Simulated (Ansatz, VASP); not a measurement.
# Ba in VASP and in Ansatz

File INCAR:

```
PREC = Accurate
ENCUT = 520
EDIFF = 1E-6
ISMEAR = -1
SIGMA = 0.1
LREAL = F
LASPH = T
NELM = 80
ALGO = Normal
ISIF = 2
LWAVE = F
LCHARG = F
GGA = PS
NBANDS = 17
```

Contents of KPOINTS:

```
regular mesh
0
Gamma
  8 8 8
```

Contents of POSCAR:

```
Ba
1.0
    0.0000000000      3.8485822299      3.8485822299
    3.8485822299      0.0000000000      3.8485822299
    3.8485822299      3.8485822299      0.0000000000
Ba
2
Direct
    0.1250000000      0.1250000000      0.1250000000
    0.8750000000      0.8750000000      0.8750000000
```

Input for Ansatz:

```yaml
crystal:
  lattice:
    - [0.0, 3.8485822299, 3.8485822299]
    - [3.8485822299, 0.0, 3.8485822299]
    - [3.8485822299, 3.8485822299, 0.0]
  atoms:
    - { symbol: Ba, position: [0.125, 0.125, 0.125] }
    - { symbol: Ba, position: [0.875, 0.875, 0.875] }
hamiltonian:
  xc: pbesol
  pseudopotentials:
    kind: paw
    azcp:
      Ba: "pseudopotentials/Ba.paw.azcp"
basis:
  ecutwfc: 420
  fft_grid_basis: typed
kpoints:
  mp_grid: { grid: [8, 8, 8], shift: [0, 0, 0] }
magnetization:
  spin_polarized: false
scf:
  occupations: { method: fermi_dirac, width: 0.1 }
  lower_state_search: "off"
output:
  stress: true
  write_density: true
  write_potential: true
  elf: true
  volumetric_format: npy
```

Alike in both runs: task single point; functional PBEsol; k mesh 8 × 8 × 8; occupations fermi-dirac, width 0.1 eV; no spin polarisation.

|  | VASP | Ansatz |
| --- | --- | --- |
| version | VASP 6.6.1 | Ansatz 0.2.0 |
| potentials or method | VASP PAW PBE potentials, release 64 (Ba_sv), cutoff 520 eV | plane waves (420 eV) with PAW, scalar-relativistic |
| valence electrons in the cell | 20 | 20 |

Ansatz gave:

```
pressure (GPa) : -1.0
```

Q: What did VASP give for the same quantities?

A: Pressure (GPa): -0.6.

VASP's potentials were made for PBE, not for PBEsol, and Ansatz warns of the same on its side.

Spin-orbit coupling is off throughout.
